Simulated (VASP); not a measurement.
## Zr2N: single point with LDA

Zr2N:

```xyz
6
Lattice="5.3319 0.0000 0.0000 0.0000 5.3319 0.0000 0.0000 0.0000 3.2515" Properties=species:S:1:pos:R:3 pbc="T T T"
Zr    1.5770    1.5770    0.0000
Zr    3.7550    3.7550    0.0000
Zr    4.2429    1.0890    1.6258
Zr    1.0890    4.2429    1.6258
N     0.0000    0.0000    0.0000
N     2.6660    2.6660    1.6258
```

| Property | Result |
| --- | --- |
| Program | VASP 6.6.1 |
| Task | single point |
| Functional | LDA |
| Potentials or basis | VASP PAW LDA potentials, release 64 (Zr_sv, N) |
| Cutoff | 520 eV |
| k mesh | 8 × 8 × 12 |
| Occupations | fermi-dirac, width 0.15 eV |
| Spin | no spin polarisation |

```yaml
Pressure: 0.5 GPa
Largest_force: 0.009 eV/Å
Band_gap_on_the_k_mesh: zero (band 29 reaches 11.53 eV, above the bottom of band 30 at 8.91 eV)
```

Forces on the atoms (eV/Å):
```
Zr  -0.006 -0.006  0.000
Zr   0.006  0.006  0.000
Zr  -0.006  0.006  0.000
Zr   0.006 -0.006  0.000
N    0.000  0.000  0.000
N    0.000  0.000  0.000
```

Levels at points of the mesh, in eV from the Fermi level:
```
           k point  band 26  band 27  band 28  band 29  band 30  band 31  band 32  band 33  band 34  band 35
(0.00, 0.00, 0.00)    -2.06     0.45     0.49     0.70     1.02     1.02     1.29     1.36     1.36     2.35
(0.50, 0.00, 0.00)    -2.04    -1.03    -1.03     1.47     1.47     1.50     1.50     1.76     1.76     3.18
(0.50, 0.50, 0.00)    -1.51    -1.16    -1.16     0.91     0.91     1.34     1.34     1.62     1.62     2.03
(0.00, 0.00, 0.50)    -1.18    -1.18    -1.18    -1.16    -1.16     1.93     1.93     3.14     3.14     3.85
(0.50, 0.00, 0.50)    -1.91    -0.87    -0.87    -0.79    -0.79     1.52     1.52     3.42     3.42     3.82
(0.50, 0.50, 0.50)    -1.62    -1.03    -1.03    -0.19    -0.19     1.20     1.20     2.74     2.74     4.00
```

It took 3.7 min on 1 thread of AMD EPYC 7R13 Processor (Zen 3), on a shared host, peak memory 0.33 GiB.
